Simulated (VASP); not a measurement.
# ZnSnP2 (I-42d) in VASP: single point with LDA

Aim: the single point of ZnSnP2 with LDA.

Everything below comes from runs of VASP 6.6.1. Logs are shortened: lines on timing, memory, paths and dates and some standing lists are left out, and cuts for length are marked.

## Step 1: The cell of the first run

The structure is tetragonal, space group I-42d (No. 122). Conventional cell: a = 5.571 Å, b = 5.571 Å, c = 11.187 Å, α = 90.00°, β = 90.00°, γ = 90.00°. Zn (site symmetry -4) has 4 P at 2.34 Å within 3.1 Å. Within 3.3 Å of Sn (site symmetry -4) lie 4 P at 2.50 Å. P (site symmetry 2) has 2 Zn at 2.34 Å and 2 Sn at 2.50 Å within 3.1 Å.

## Step 2: Single point, LDA

Input file INCAR:

```
SYSTEM = ZnSnP2
PREC = Accurate ; ENCUT = 500
EDIFF = 1E-6 ; ISMEAR = 0
SIGMA = 0.02 ; LREAL = .False.
LASPH = .True. ; NELM = 120
ALGO = Normal ; ISIF = 2
LWAVE = .False. ; LCHARG = .False.
GGA = CA ; NBANDS = 46
GGA_COMPAT = .False.
```

Input file KPOINTS:

```
Automatic mesh
0
Gamma
  8 8 8
  0 0 0
```

Input file POSCAR:

```
ZnSnP2
1.0
   -2.7855328183      2.7855328183      5.5934578696
    2.7855328183     -2.7855328183      5.5934578696
    2.7855328183      2.7855328183     -5.5934578696
Zn Sn P
2 2 4
Direct
    0.7500000000      0.2500000000      0.5000000000
    0.0000000000      0.0000000000      0.0000000000
    0.2500000000      0.7500000000      0.5000000000
    0.5000000000      0.5000000000      0.0000000000
    0.3750000000      0.3489977093      0.4739977093
    0.6510022907      0.1250000000      0.0260022907
    0.0989977093      0.6250000000      0.9739977093
    0.8750000000      0.9010022907      0.5260022907
```

Potentials or basis: VASP PAW LDA potentials, release 64 (Zn, Sn_d, P).

Command:

```sh
cat potpaw_LDA.64/Zn/POTCAR potpaw_LDA.64/Sn_d/POTCAR potpaw_LDA.64/P/POTCAR > POTCAR
mpirun -np 1 vasp_std > vasp.out
```

OUTCAR:

```text
SYSTEM = ZnSnP2
   PREC = Accurate
   ENCUT = 500
   EDIFF = 1E-6
   ISMEAR = 0
   LREAL = .False.
   LASPH = .True.
   NELM = 120
   ISIF = 2
   GGA = CA

 ion  position               nearest neighbor table
   1  0.750  0.250  0.500-   5 2.34   6 2.34   7 2.34   8 2.34
   2  0.000  0.000  0.000-   5 2.34   7 2.34   8 2.34   6 2.34
   3  0.250  0.750  0.500-   8 2.50   5 2.50   6 2.50   7 2.50
   4  0.500  0.500  0.000-   6 2.50   8 2.50   7 2.50   5 2.50
   5  0.375  0.349  0.474-   1 2.34   2 2.34   4 2.50   3 2.50
   6  0.651  0.125  0.026-   1 2.34   2 2.34   4 2.50   3 2.50
   7  0.099  0.625  0.974-   1 2.34   2 2.34   3 2.50   4 2.50
   8  0.875  0.901  0.526-   2 2.34   1 2.34   3 2.50   4 2.50

  LATTYP: Found a body centered tetragonal cell.
 ALAT       =     5.5710656366
 C/A-ratio  =     2.0080387611

  Lattice vectors:

 A1 = (  -2.7855328183,   2.7855328183,   5.5934578696)
 A2 = (   2.7855328183,  -2.7855328183,   5.5934578696)
 A3 = (   2.7855328183,   2.7855328183,  -5.5934578696)

Analysis of symmetry for initial positions (statically):
=====================================================================
 Subroutine PRICEL returns:
 Original cell was already a primitive cell.

 Routine SETGRP: Setting up the symmetry group for a
 body centered tetragonal supercell.

 Subroutine GETGRP returns: Found  8 space group operations
 (whereof  4 operations were pure point group operations)
 out of a pool of 16 trial point group operations.

The static configuration has the point symmetry S_4 .
 The point group associated with its full space group is D_2d.

Analysis of symmetry for dynamics (positions and initial velocities):
=====================================================================
 Subroutine PRICEL returns:
 Original cell was already a primitive cell.

 Routine SETGRP: Setting up the symmetry group for a
 body centered tetragonal supercell.

 Subroutine GETGRP returns: Found  8 space group operations
 (whereof  4 operations were pure point group operations)
 out of a pool of 16 trial point group operations.

The dynamic configuration has the point symmetry S_4 .
 The point group associated with its full space group is D_2d.

 Subroutine INISYM returns: Found  8 space group operations
 (whereof  4 operations are pure point group operations),
 and found     1 'primitive' translations

[... 112 lines left out ...]
   ISIF   =      2    stress and relaxation
   ISYM   =      2    0-nonsym 1-usesym 2-fastsym
   POTIM  = 0.5000    time-step for ionic-motion
   TEBEG  =    0.0;   TEEND  =   0.0 temperature during run
   PSTRESS=    0.0 pullay stress
   NELECT =      72.0000    total number of electrons
   NUPDOWN=      -1.0000    fix difference up-down
   EMIN   =  10.00;   EMAX   =-10.00  energy-range for DOS
   EFERMI =   0.00;   METHOD = LEGACY
   ISMEAR =     0;   SIGMA  =   0.02  broadening in eV -4-tet -1-fermi 0-gaus
   EFERMI_NEDOS =   21; number of points for ismear=-14 and -15
   IALGO  =     38    algorithm
   IMIX   =      4    mixing-type and parameters
     AMIX     =   0.40;   BMIX     =  1.00
     AMIX_MAG =   1.60;   BMIX_MAG =  1.00
  volume/ion in A,a.u.               =      21.70       146.44
  Fermi-wavevector in a.u.,A,eV,Ry     =   1.220862  2.307095 20.279549  1.490505
  Thomas-Fermi vector in A             =   2.356065
   LORBIT       =      0    0 simple, 1 ext, 2 COOP (PROOUT), +10 PAW based schemes
   GGA     = CA    functional components
   LHFCALC =     F    Hartree Fock is set to
   AEXX    =    0.0000 exact exchange contribution
   IVDW    =     0    specifies the selected vdW correction
   LEPSILON=     F    determine dielectric tensor
   LRPA    =     F    only Hartree local field effects (RPA)
 non-spin polarized calculation
 Gauss-broadening in eV      SIGMA  =   0.02
  energy-cutoff  :      500.00
  volume of cell :      173.60
 maximum number of plane-waves:      4448
 NGX is ok and might be reduce to    50
   NGX = 25   NGY = 25   NGZ = 25

 number of electron      72.0000005 magnetization

 Free energy of the ion-electron system (eV)
  ---------------------------------------------------
  ext. energy  EPLUGINS =         0.00000000
  ---------------------------------------------------
  free energy    TOTEN  =       -38.28478541 eV

  energy without entropy =      -38.28478541  energy(sigma->0) =      -38.28478541

 E-fermi :   5.1318     XC(G=0): -10.0363

 val. band max:        4.9845133715   @ k =   0.0000   0.0000   0.0000
 cond. band min:       5.8281700753   @ k =   0.0000   0.0000   0.0000
 fundamental gap:      0.8436567038
 Fermi energy:         5.1318108750

 k-point     1 :       0.0000    0.0000    0.0000
  band No.  band energies     occupation
      1     -16.6175      2.00000
      2     -16.6170      2.00000
      3     -16.6170      2.00000
      4     -16.5951      2.00000
      5     -16.5822      2.00000
      6     -16.5822      2.00000
[... 1165 lines left out ...]
     45      10.2202      0.00000
     46      10.2990      0.00000

 [... further k-points ...]

------------------------ aborting loop because EDIFF is reached ----------------------------------------

  FORCE on cell =-STRESS in cart. coord.  units (eV):
  Direction    XX          YY          ZZ          XY          YZ          ZX
  --------------------------------------------------------------------------------------
  -------------------------------------------------------------------------------------
  Total        0.0752184      0.0752184      0.0673274      0.0000000      0.0000000      0.0000000
  in kB        0.6941886      0.6941886      0.6213634      0.0000000      0.0000000      0.0000000
  external PRESSURE =       0.6699135 kB  Pullay stress =       0.0000000 kB

 VOLUME and BASIS-vectors are now :
 -----------------------------------------------------------------------------
  energy-cutoff  :      500.00
  volume of cell :      173.60
      direct lattice vectors                 reciprocal lattice vectors
    -2.785532818  2.785532818  5.593457870     0.000000000  0.179498872  0.089390143
     2.785532818 -2.785532818  5.593457870     0.179498872  0.000000000  0.089390143
     2.785532818  2.785532818 -5.593457870     0.179498872  0.179498872  0.000000000

 POSITION                                       TOTAL-FORCE (eV/Angst)
 -----------------------------------------------------------------------------------
      0.00000      2.78553      2.79673        -0.000000     -0.000000     -0.000000
      0.00000      0.00000      0.00000        -0.000000      0.000000     -0.000000
      2.78553      0.00000      2.79673        -0.000000     -0.000000      0.000000
      0.00000      0.00000      5.59346        -0.000000     -0.000000      0.000000
      1.24791      1.39277      1.39836         0.026468      0.000000      0.000000
     -1.39277      1.53763      4.19509        -0.000000     -0.026468     -0.000000
      4.17830      1.24791     -1.39836        -0.000000      0.026468      0.000000
      1.53763      1.39277      6.99182        -0.026468      0.000000     -0.000000
 -----------------------------------------------------------------------------------
    total drift:                               -0.000005     -0.000005     -0.000006

  FREE ENERGIE OF THE ION-ELECTRON SYSTEM (eV)
  ---------------------------------------------------
  free  energy   TOTEN  =       -38.2847854112 eV

  energy  without entropy=      -38.2847854112  energy(sigma->0) =      -38.28478541
```

OSZICAR:

```text
N       E                     dE             d eps       ncg     rms          rms(c)
DAV:   1     0.663983877559E+03    0.66398E+03   -0.32485E+04  5524   0.195E+03
DAV:   2     0.652346766251E+02   -0.59875E+03   -0.58040E+03  5428   0.527E+02
DAV:   3    -0.341002388205E+02   -0.99335E+02   -0.96821E+02  6048   0.183E+02
DAV:   4    -0.397959621166E+02   -0.56957E+01   -0.56632E+01  6656   0.449E+01
DAV:   5    -0.399369979248E+02   -0.14104E+00   -0.14092E+00  6688   0.775E+00    0.111E+01
DAV:   6    -0.383950034051E+02    0.15420E+01   -0.35376E+00  7498   0.337E+01    0.743E+00
DAV:   7    -0.383188571298E+02    0.76146E-01   -0.26120E+00  6592   0.881E+00    0.317E+00
DAV:   8    -0.382910093817E+02    0.27848E-01   -0.11251E-01  6230   0.225E+00    0.152E+00
DAV:   9    -0.382852094134E+02    0.58000E-02   -0.37747E-02  6728   0.921E-01    0.268E-01
DAV:  10    -0.382847487506E+02    0.46066E-03   -0.50826E-03  6942   0.719E-01    0.904E-02
DAV:  11    -0.382847755393E+02   -0.26789E-04   -0.38704E-04  7450   0.200E-01    0.508E-02
DAV:  12    -0.382847860943E+02   -0.10555E-04   -0.70234E-05  6386   0.629E-02    0.187E-02
DAV:  13    -0.382847854443E+02    0.64995E-06   -0.16117E-05  6338   0.182E-02    0.505E-03
DAV:  14    -0.382847854112E+02    0.33147E-07   -0.10538E-06  3720   0.656E-03
   1 F= -.38284785E+02 E0= -.38284785E+02  d E =-.122311E-27
```

Wall time 8 min (1 thread of Intel Xeon Platinum 8375C at 2.90GHz (Ice Lake), shared host); peak memory 0.53 GiB.

What came out:

```yaml
Free_energy: -38.2848 eV
Pressure: 0.1 GPa
Largest_force: 0.026 eV/Å
Band_gap_on_the_k_mesh: 0.84 eV
```

Forces on the atoms (eV/Å):
```
Zn   0.000  0.000  0.000
Zn   0.000  0.000  0.000
Sn   0.000  0.000  0.000
Sn   0.000  0.000  0.000
P    0.026  0.000  0.000
P    0.000 -0.026  0.000
P    0.000  0.026  0.000
P   -0.026  0.000  0.000
```

Caveat: spin-orbit coupling is left out, which moves the levels of the heavy elements. A k mesh can miss the band edges.
